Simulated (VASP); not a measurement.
Write the native input for VASP 6.6.1 that does the following.

```
Task                   : relaxation of cell and atoms
Functional             : PBE
Potentials or basis    : VASP PAW PBE potentials, release 64 (B, As)
Cutoff                 : 600 eV
k mesh                 : 6 × 6 × 6
Occupations            : gaussian, width 0.1 eV
Spin                   : no spin polarisation
Dipole correction      : no
Further INCAR settings : ALGO = Normal; EDIFF = 1e-06; IBRION = 2; EDIFFG = -0.04; NSW = 90; ISIF = 3
```

The structure of B3As lies in POSCAR:

```
B3As
1.0
    3.4177344290      0.0000000000      0.0000000000
    0.0000000000      3.4177344290      0.0000000000
    0.0000000000      0.0000000000      3.2835476837
B As
3 1
Direct
    0.0000000000      0.5000000000      0.5000000000
    0.5000000000      0.0000000000      0.5000000000
    0.5000000000      0.5000000000      0.0000000000
    0.0000000000      0.0000000000      0.0000000000
```

The cell was generated, and may not be a known phase.

These files were run (other wordings do the same):

INCAR

```
  PREC = Accurate
  ENCUT = 600
  EDIFF = 1E-6
  ISMEAR = 0
  SIGMA = 0.1
  LREAL = False
  LASPH = True
  NELM = 80
  ALGO = Normal
  ISIF = 3
  LWAVE = False
  LCHARG = False
  GGA = PE
  IBRION = 2
  NSW = 90
  EDIFFG = -0.04
```

KPOINTS

```
regular mesh
0
Gamma
  6 6 6
```

Potentials or basis: VASP PAW PBE potentials, release 64 (B, As).

Command:

```bash
$ cat potpaw_PBE.64/B/POTCAR potpaw_PBE.64/As/POTCAR > POTCAR
$ mpirun -np 1 vasp_std > vasp.out
```

It gave:

```yaml
Relaxed_volume: 9.72 Å³/atom
Relaxed_cell: a = 3.610 Å, b = 3.610 Å, c = 2.984 Å, α = 90.00°, β = 90.00°, γ = 90.00°
Space_group_after_relaxing_to_0.1_Å: P4/mmm (No. 123)
Energy_gained_by_relaxing: 59.8 meV/atom
Ionic_steps: 14
Pressure_after_relaxing: -0.2 GPa
Band_gap_on_the_k_mesh: zero (bands 7 and 8 overlap by 8.13 eV)
```

Run time: 2.3 min on 1 thread of Intel(R) Xeon(R) Platinum 8259CL CPU @ 2.50GHz (Skylake/Cascade Lake), with other jobs on the host, peak memory 0.17 GiB.
